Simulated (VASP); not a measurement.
# Ta16Si (a cell with a defect) in VASP: single point with PBEsol

Aim: the single point of Ta16Si (a cell with a defect) with PBEsol.

Everything below comes from runs of VASP 6.6.1. Logs are shortened: lines on timing, memory, paths and dates and some standing lists are left out, and cuts for length are marked.

### 1 The cell of the first run

The cell holds a defect, 17 atoms: a = 6.641 Å, b = 6.641 Å, c = 6.641 Å, α = 90.00°, β = 90.00°, γ = 90.00°.

### 2 Single point, PBEsol

INCAR

```
ALGO     = Normal         # electronic algorithm
EDIFF    = 1E-6           # SCF threshold, eV
ENCUT    = 400            # plane-wave cutoff, eV
GGA      = PS             # functional
GGA_COMPAT= False        
ISIF     = 2              # what is computed and relaxed
ISMEAR   = 1              # smearing method
LASPH    = True           # aspherical terms in the spheres
LCHARG   = False          # write CHGCAR
LREAL    = False          # projectors in reciprocal space
LWAVE    = False          # write WAVECAR
NBANDS   = 104            # bands
NELM     = 120            # most SCF steps
PREC     = Accurate       # precision mode
SIGMA    = 0.1            # smearing width, eV
```

KPOINTS

```
k-points
0
Gamma
  3 3 3
```

POSCAR

```
Ta16Si
1.0
    6.6414755500      0.0000000000      0.0000000000
    0.0000000000      6.6414755500      0.0000000000
    0.0000000000      0.0000000000      6.6414755500
Ta Si
16 1
Direct
   -0.0003545800      0.0045625300     -0.0041064000
    0.2502912900      0.2330592200      0.2418140800
   -0.0015299800     -0.0048995300      0.5008792800
    0.2503594600      0.2293856200      0.7711666700
   -0.0015451900      0.4995323400      0.0054122700
    0.2503084600      0.7562364400      0.2442659900
    0.0702508200      0.4851581800      0.5153889300
    0.2503101900      0.7587376300      0.7674348300
    0.5009730800      0.0045633800     -0.0040790500
    0.7503329400      0.2369430500      0.2410202800
    0.5021221700     -0.0049165000      0.5008821800
    0.7503172300      0.2519513600      0.7485684200
    0.5021242000      0.4995562100      0.0054397000
    0.7502911200      0.7801600700      0.2202171600
    0.4303390200      0.4851256000      0.5154779500
    0.7503215500      0.7594862500      0.7633988600
    0.7502809400      0.5316802100      0.4686933000
```

Potentials or basis: VASP PAW PBE potentials, release 64 (Ta_pv, Si).

Launch:

```bash
$ cat potpaw_PBE.64/Ta_pv/POTCAR potpaw_PBE.64/Si/POTCAR > POTCAR
$ mpirun -np 1 vasp_std > vasp.out
```

OUTCAR:

```text
EDIFF = 1E-6
   ENCUT = 400
   GGA = PS
   ISIF = 2
   ISMEAR = 1
   LASPH = True
   LREAL = False
   NELM = 120
   PREC = Accurate

 ion  position               nearest neighbor table
   1  1.000  0.005  0.996-  14 2.68   4 2.69   8 2.78   2 2.78  10 2.79  16 2.79  12 2.85   6 2.87
                             5 3.29   3 3.29   9 3.31   9 3.33   3 3.35   5 3.35
   2  0.250  0.233  0.242-   7 2.74  15 2.75   1 2.78   9 2.78   3 2.87  11 2.87  13 2.90   5 2.90
                             4 3.13   6 3.17  10 3.32  10 3.32   6 3.47   4 3.52
   3  0.998  0.995  0.501-  16 2.86   6 2.87  14 2.87   2 2.87  10 2.88  12 2.89   8 2.90   4 2.91
                             1 3.29   7 3.29  11 3.30  11 3.34   1 3.35   7 3.42
   4  0.250  0.229  0.771-  15 2.68   7 2.68   9 2.69   1 2.69  13 2.90   5 2.90  11 2.91   3 2.91
                             2 3.13   8 3.13  12 3.33  12 3.33   8 3.52   2 3.52
   5  0.998  0.500  0.005-  10 2.86   6 2.87  14 2.87   8 2.87  16 2.88  12 2.89   2 2.90   4 2.90
                             1 3.29   7 3.29  13 3.30  13 3.35   1 3.35   7 3.42
   6  0.250  0.756  0.244-   7 2.81  15 2.81   9 2.87   1 2.87  11 2.87   3 2.87  13 2.87   5 2.87
                             2 3.17   8 3.17  14 3.33  14 3.33   8 3.47   2 3.47
   7  0.070  0.485  0.515-  17 2.17  15 2.39   4 2.68   8 2.74   2 2.74   6 2.81  12 3.05  16 3.25
                            10 3.25   5 3.29   3 3.29   3 3.42   5 3.42  14 3.49
   8  0.250  0.759  0.767-  15 2.74   7 2.74   1 2.78   9 2.78  13 2.87   5 2.87  11 2.90   3 2.90
                             4 3.13   6 3.17  16 3.32  16 3.32   6 3.47   4 3.52
   9  0.501  0.005  0.996-  14 2.68   4 2.69   8 2.78   2 2.78  10 2.79  16 2.79  12 2.85   6 2.87
                            13 3.29  11 3.29   1 3.31   1 3.33  11 3.35  13 3.35
  10  0.750  0.237  0.241-  17 2.47   1 2.79   9 2.79   5 2.86  13 2.86   3 2.88  11 2.88  14 3.04
                             7 3.25  15 3.25  12 3.27   2 3.32   2 3.32  12 3.37
  11  0.502  0.995  0.501-  16 2.86   6 2.87  14 2.87   2 2.87  10 2.88  12 2.89   8 2.90   4 2.91
                             9 3.29  15 3.29   3 3.30   3 3.34   9 3.35  15 3.42
  12  0.750  0.252  0.749-  17 2.63   1 2.85   9 2.85   5 2.89  13 2.89   3 2.89  11 2.89  15 3.05
                             7 3.05  10 3.27  16 3.27   4 3.33   4 3.33  16 3.37  10 3.37
  13  0.502  0.500  0.005-  10 2.86   6 2.87  14 2.87   8 2.87  16 2.88  12 2.89   2 2.90   4 2.90
                             9 3.29  15 3.29   5 3.30   5 3.35   9 3.35  15 3.42
  14  0.750  0.780  0.220-  17 2.33   9 2.68   1 2.68  13 2.87   5 2.87  11 2.87   3 2.87  10 3.04
                            16 3.04   6 3.33   6 3.33   7 3.49  15 3.49
  15  0.430  0.485  0.515-  17 2.17   7 2.39   4 2.68   8 2.74   2 2.75   6 2.81  12 3.05  16 3.25
                            10 3.25  13 3.29  11 3.29  11 3.42  13 3.42  14 3.49
  16  0.750  0.759  0.763-  17 2.47   1 2.79   9 2.79   3 2.86  11 2.86   5 2.88  13 2.88  14 3.04
                             7 3.25  15 3.25  12 3.27   8 3.32   8 3.32  12 3.37
  17  0.750  0.532  0.469-  15 2.17   7 2.17  14 2.33  10 2.47  16 2.47  12 2.63

  LATTYP: Found a simple cubic cell.
 ALAT       =     6.6414755500

  Lattice vectors:

 A1 = (   6.6414755500,   0.0000000000,   0.0000000000)
 A2 = (   0.0000000000,   6.6414755500,   0.0000000000)
 A3 = (   0.0000000000,   0.0000000000,   6.6414755500)

Analysis of symmetry for initial positions (statically):
=====================================================================
 Subroutine PRICEL returns:
 Original cell was already a primitive cell.

 Routine SETGRP: Setting up the symmetry group for a
 simple cubic supercell.

 Subroutine GETGRP returns: Found  1 space group operations
 (whereof  1 operations were pure point group operations)
 out of a pool of 48 trial point group operations.

The static configuration has the point symmetry C_1 .

Analysis of symmetry for dynamics (positions and initial velocities):
=====================================================================
 Subroutine PRICEL returns:
 Original cell was already a primitive cell.

 Routine SETGRP: Setting up the symmetry group for a
 simple cubic supercell.

 Subroutine GETGRP returns: Found  1 space group operations
 (whereof  1 operations were pure point group operations)
 out of a pool of 48 trial point group operations.

The dynamic configuration has the point symmetry C_1 .

 Subroutine INISYM returns: Found  1 space group operations
 (whereof  1 operations are pure point group operations),
 and found     1 'primitive' translations

----------------------------------------------------------------------------------------

                                     Primitive cell

  volume of cell :     292.9502

  direct lattice vectors                    reciprocal lattice vectors
     6.641475550  0.000000000  0.000000000     0.150568950  0.000000000  0.000000000
     0.000000000  6.641475550  0.000000000     0.000000000  0.150568950  0.000000000
     0.000000000  0.000000000  6.641475550     0.000000000  0.000000000  0.150568950

  length of vectors
     6.641475550  6.641475550  6.641475550     0.150568950  0.150568950  0.150568950

  position of ions in fractional coordinates (direct lattice)
     0.999645420  0.004562530  0.995893600
     0.250291290  0.233059220  0.241814080
     0.998470020  0.995100470  0.500879280
     0.250359460  0.229385620  0.771166670
     0.998454810  0.499532340  0.005412270
     0.250308460  0.756236440  0.244265990
[... 9 lines left out ...]
     0.750321550  0.759486250  0.763398860
     0.750280940  0.531680210  0.468693300

  ion indices of the primitive-cell ions
   primitive index   ion index
                 1           1
                 2           2
                 3           3
                 4           4
                 5           5
                 6           6
[... 9 lines left out ...]
                16          16
                17          17

----------------------------------------------------------------------------------------

 KPOINTS: k-points

Automatic generation of k-mesh.
 Grid dimensions read from file:
 generate k-points for:    3    3    3

 Generating k-lattice:

  Cartesian coordinates                     Fractional coordinates (reciprocal lattice)
     0.050189650  0.000000000  0.000000000     0.333333333  0.000000000  0.000000000
     0.000000000  0.050189650  0.000000000     0.000000000  0.333333333  0.000000000
     0.000000000  0.000000000  0.050189650     0.000000000  0.000000000  0.333333333

  Length of vectors
     0.050189650  0.050189650  0.050189650

  Shift w.r.t. Gamma in fractional coordinates (k-lattice)
     0.000000000  0.000000000  0.000000000

 Subroutine IBZKPT returns following result:
 ===========================================

 Found     14 irreducible k-points:

 Following reciprocal coordinates:
            Coordinates               Weight
  0.000000  0.000000  0.000000      1.000000
  0.333333  0.000000  0.000000      2.000000
  0.000000  0.333333  0.000000      2.000000
  0.000000  0.000000  0.333333      2.000000
  0.333333  0.333333  0.000000      2.000000
  0.000000  0.333333  0.333333      2.000000
  0.333333  0.000000  0.333333      2.000000
 -0.333333  0.333333  0.000000      2.000000
 -0.333333  0.000000  0.333333      2.000000
  0.000000 -0.333333  0.333333      2.000000
  0.333333  0.333333  0.333333      2.000000
 -0.333333  0.333333  0.333333      2.000000
 -0.333333 -0.333333  0.333333      2.000000
  0.333333 -0.333333  0.333333      2.000000
   k-points           NKPTS =     14   k-points in BZ     NKDIM =     14   number of bands    NBANDS=    104
   number of dos      NEDOS =    301   number of ions     NIONS =     17
   total plane-waves  NPLWV = 110592
   dimension x,y,z NGX =    48 NGY =   48 NGZ =   48
   dimension x,y,z NGXF=    96 NGYF=   96 NGZF=   96
   ions per type =              16   1
   NGX,Y,Z   is equivalent  to a cutoff of  12.02, 12.02, 12.02 a.u.
   NGXF,Y,Z  is equivalent  to a cutoff of  24.03, 24.03, 24.03 a.u.
 SYSTEM =  unknown system
   PREC   = accura    normal or accurate (medium, high low for compatibility)
   ISTART =      0    job   : 0-new  1-cont  2-samecut
   ICHARG =      2    charge: 1-file 2-atom 10-const
   ISPIN  =      1    spin polarized calculation?
   LNONCOLLINEAR =      F non collinear calculations
   LSORBIT =      F    spin-orbit coupling
   LASPH  =      T    aspherical Exc in radial PAW
   ENCUT  =  400.0 eV  29.40 Ry    5.42 a.u.  10.83 10.83 10.83*2*pi/ulx,y,z
   NELM   =    120;   NELMIN=  2; NELMDL= -5     # of ELM steps
   EDIFF  = 0.1E-05   stopping-criterion for ELM
   LREAL  =      F    real-space projection
   EDIFFG = 0.1E-04   stopping-criterion for IOM
   NSW    =      0    number of steps for IOM
   IBRION =     -1    ionic relax: 0-MD 1-quasi-New 2-CG
   NFREE  =      0    steps in history (QN), initial steepest desc. (CG)
   ISIF   =      2    stress and relaxation
   ISYM   =      2    0-nonsym 1-usesym 2-fastsym
   POTIM  = 0.5000    time-step for ionic-motion
   TEBEG  =    0.0;   TEEND  =   0.0 temperature during run
   PSTRESS=    0.0 pullay stress
   NELECT =     180.0000    total number of electrons
   NUPDOWN=      -1.0000    fix difference up-down
   EMIN   =  10.00;   EMAX   =-10.00  energy-range for DOS
   EFERMI =   0.00;   METHOD = LEGACY
   ISMEAR =     1;   SIGMA  =   0.10  broadening in eV -4-tet -1-fermi 0-gaus
   EFERMI_NEDOS =   21; number of points for ismear=-14 and -15
   IALGO  =     38    algorithm
   IMIX   =      4    mixing-type and parameters
     AMIX     =   0.40;   BMIX     =  1.00
     AMIX_MAG =   1.60;   BMIX_MAG =  1.00
  volume/ion in A,a.u.               =      17.23       116.29
  Fermi-wavevector in a.u.,A,eV,Ry     =   1.391771  2.630066 26.354842  1.937026
  Thomas-Fermi vector in A             =   2.515578
   LORBIT       =      0    0 simple, 1 ext, 2 COOP (PROOUT), +10 PAW based schemes
   GGA     = PS    functional components
   LHFCALC =     F    Hartree Fock is set to
   AEXX    =    0.0000 exact exchange contribution
   IVDW    =     0    specifies the selected vdW correction
   LEPSILON=     F    determine dielectric tensor
   LRPA    =     F    only Hartree local field effects (RPA)
 non-spin polarized calculation
 Methfessel and Paxton  Order N= 1 SIGMA  =   0.10
  energy-cutoff  :      400.00
  volume of cell :      292.95
 maximum number of plane-waves:      5377
 NGX is ok and might be reduce to    48
   NGX = 21   NGY = 21   NGZ = 21

 number of electron     180.0000002 magnetization

 Free energy of the ion-electron system (eV)
  ---------------------------------------------------
  ext. energy  EPLUGINS =         0.00000000
  ---------------------------------------------------
  free energy    TOTEN  =      -202.51180173 eV

  energy without entropy =     -202.51962911  energy(sigma->0) =     -202.51441086

 E-fermi :   5.8067     XC(G=0): -12.7966

 val. band max:        5.8044945256   @ k =   0.3333   0.0000   0.0000
 cond. band min:       5.8301025299   @ k =   0.3333   0.3333   0.3333
 fundamental gap:      0.0256080043
 Fermi energy:         5.8067239156

 k-point     1 :       0.0000    0.0000    0.0000
  band No.  band energies     occupation
      1     -28.9588      2.00000
      2     -28.5183      2.00000
      3     -28.4799      2.00000
      4     -28.4605      2.00000
      5     -28.4497      2.00000
      6     -28.4160      2.00000
[... 1459 lines left out ...]
    101       8.3549      0.00000
    102       8.5520      0.00000
 [bands above 102 left out]

------------------------ aborting loop because EDIFF is reached ----------------------------------------

  FORCE on cell =-STRESS in cart. coord.  units (eV):
  Direction    XX          YY          ZZ          XY          YZ          ZX
  --------------------------------------------------------------------------------------
  -------------------------------------------------------------------------------------
  Total       33.3204129      9.1850578      9.1742043      0.0013850     -1.1869483     -0.0031650
  in kB      182.2330827     50.2341132     50.1747542      0.0075748     -6.4915535     -0.0173096
  external PRESSURE =      94.2139834 kB  Pullay stress =       0.0000000 kB

 VOLUME and BASIS-vectors are now :
 -----------------------------------------------------------------------------
  energy-cutoff  :      400.00
  volume of cell :      292.95
      direct lattice vectors                 reciprocal lattice vectors
     6.641475550  0.000000000  0.000000000     0.150568950  0.000000000  0.000000000
     0.000000000  6.641475550  0.000000000     0.000000000  0.150568950  0.000000000
     0.000000000  0.000000000  6.641475550     0.000000000  0.000000000  0.150568950

 POSITION                                       TOTAL-FORCE (eV/Angst)
 -----------------------------------------------------------------------------------
      6.63912      0.03030      6.61420        -0.004542     -0.001786      0.000992
      1.66230      1.54786      1.60600         0.000515      0.002727      0.012765
      6.63131      6.60894      3.32658        -0.001181      0.007482     -0.006792
      1.66276      1.52346      5.12168        -0.004176     -0.000726     -0.001642
      6.63121      3.31763      0.03595        -0.001191      0.011609     -0.007931
      1.66242      5.02253      1.62229        -0.001634     -0.012565      0.010299
[... 9 lines left out ...]
      4.98324      5.04411      5.07009        -0.000816      0.061625      0.075413
      4.98297      3.53114      3.11282         0.001221     -0.004042      0.001645
 -----------------------------------------------------------------------------------
    total drift:                                0.000098     -0.000130      0.000078

  FREE ENERGIE OF THE ION-ELECTRON SYSTEM (eV)
  ---------------------------------------------------
  free  energy   TOTEN  =      -202.5118017315 eV

  energy  without entropy=     -202.5196291130  energy(sigma->0) =     -202.51441086
```

Run time: 6 min. Hardware: 1 thread of Oxide Virtual Turin-like, shared host; peak memory 0.39 GiB.

Results:

```
Free energy            : -202.5118 eV
Pressure               : 9.4 GPa
Largest force          : 0.197 eV/Å
Band gap on the k mesh : zero (bands 90 and 91 overlap by 1.09 eV)
```

Forces on the atoms (eV/Å):
```
Ta  -0.005 -0.002  0.001
Ta   0.001  0.003  0.013
Ta  -0.001  0.007 -0.007
Ta  -0.004 -0.001 -0.002
Ta  -0.001  0.012 -0.008
Ta  -0.002 -0.013  0.010
Ta   0.195 -0.023  0.021
Ta  -0.001 -0.012 -0.003
Ta   0.005 -0.002  0.001
Ta  -0.001 -0.070 -0.064
Ta   0.004  0.009 -0.006
Ta  -0.001 -0.042  0.038
Ta   0.005  0.009 -0.009
Ta   0.001  0.088 -0.083
Ta  -0.195 -0.022  0.020
Ta  -0.001  0.062  0.075
Si   0.001 -0.004  0.002
```

Levels at points of the mesh, in eV from the Fermi level:
| k point | band 88 | band 89 | band 90 | band 91 | band 92 | band 93 |
| --- | --- | --- | --- | --- | --- | --- |
| (0.00, 0.00, 0.00) | 0.47 | 0.51 | 0.71 | 0.76 | 0.91 | 0.99 |

Caveat: the PAW data sets were made with another functional, which shifts forces and pressure a little; spin-orbit coupling is left out, which moves the levels of the heavy elements.

The gap in the log of VASP goes by the Fermi energy; the results here count the filled bands.